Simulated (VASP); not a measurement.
Write the native input for VASP 6.6.1 that does the following.

* Task: single point
* Functional: PBE
* Dispersion: D3(BJ)
* Potentials or basis: VASP PAW PBE potentials, release 64 (N_h, S, O_h)
* Cutoff: 1000 eV
* k mesh: 1 × 1 × 1
* Occupations: fermi-dirac, width 0.02 eV
* Spin: no spin polarisation
* Dipole correction: no
* Further INCAR settings: LREAL = Auto; ALGO = Normal; EDIFF = 1e-06; NBANDS = 88

The structure of SN2O2 lies in POSCAR:

```
SN2O2
1.0
    9.5023080000      0.0000000000      0.0000000000
    0.0000000000      9.5023080000      0.0000000000
    0.0000000000      0.0000000000      9.5023080000
N S O
10 5 10
Direct
    0.0148595478      0.1504687072      0.2341536393
   -0.0020731805      0.2010564170      0.3357079143
    0.3023265506      0.7625515822      0.5205998374
    0.1918376041      0.7807997804      0.4934801103
    0.4650554371      0.7520488707      0.9772678385
    0.4367044301      0.6629021076      0.9063271786
    0.6725523946      0.1427653155      0.4201926521
    0.6161555698      0.2434040235      0.4340313953
    0.9718481026      0.0830429828      0.7729174849
    0.9666388418      0.1302736135      0.8810701569
    0.9718060076      0.7980166503      0.1316101309
    0.6392973160      0.2351007776      0.9103262071
    0.6441908639      0.6973568948      0.3964405279
    0.2456666317      0.3890633728      0.6929053447
    0.2714708890      0.4602776504      0.2287339034
    0.9182190264      0.6799611210      0.2173577198
    0.9846239461      0.7955225194     -0.0273828211
    0.5226730180      0.2364688663      0.8077195561
    0.6194916014      0.1534048360      1.0384845450
    0.5857103348      0.5566437122      0.3559451030
    0.7552796647      0.6899060733      0.4933853965
    0.1502056132      0.4473018555      0.7931862449
    0.2004881340      0.2620100296      0.6233222497
    0.2434671661      0.6044847210      0.2019719841
    0.3426220240      0.3744248239      0.1210442768
```

These files were run (other wordings do the same):

INCAR

```
SYSTEM = SN2O2
PREC = Accurate
ENCUT = 1000
EDIFF = 1E-6
ISMEAR = -1
SIGMA = 0.02
LREAL = Auto
LASPH = .TRUE.
NELM = 120
ALGO = Normal
ISIF = 2
LWAVE = .FALSE.
LCHARG = .FALSE.
GGA = PE
IVDW = 12
NBANDS = 88
GGA_COMPAT = .FALSE.
```

KPOINTS

```
Automatic mesh
0
G
  1 1 1
  0 0 0
```

Potentials or basis: VASP PAW PBE potentials, release 64 (N_h, S, O_h).

Command:

```console
$ cat potpaw_PBE.64/N_h/POTCAR potpaw_PBE.64/S/POTCAR potpaw_PBE.64/O_h/POTCAR > POTCAR
$ mpirun -np 1 vasp_gam > vasp.out
```

It gave:

```
Pressure                   : -0.7 GPa
Largest force              : 4.188 eV/Å
Dispersion energy per atom : -0.043 eV
```

Caveat: the k points lie up to 0.66 Å⁻¹ apart; the atoms stand as in a frame of molecular dynamics.

Wall time 9.4 min on 1 thread of Intel(R) Xeon(R) Platinum 8259CL CPU @ 2.50GHz (Skylake/Cascade Lake) (shared host), peak memory 1.6 GiB.
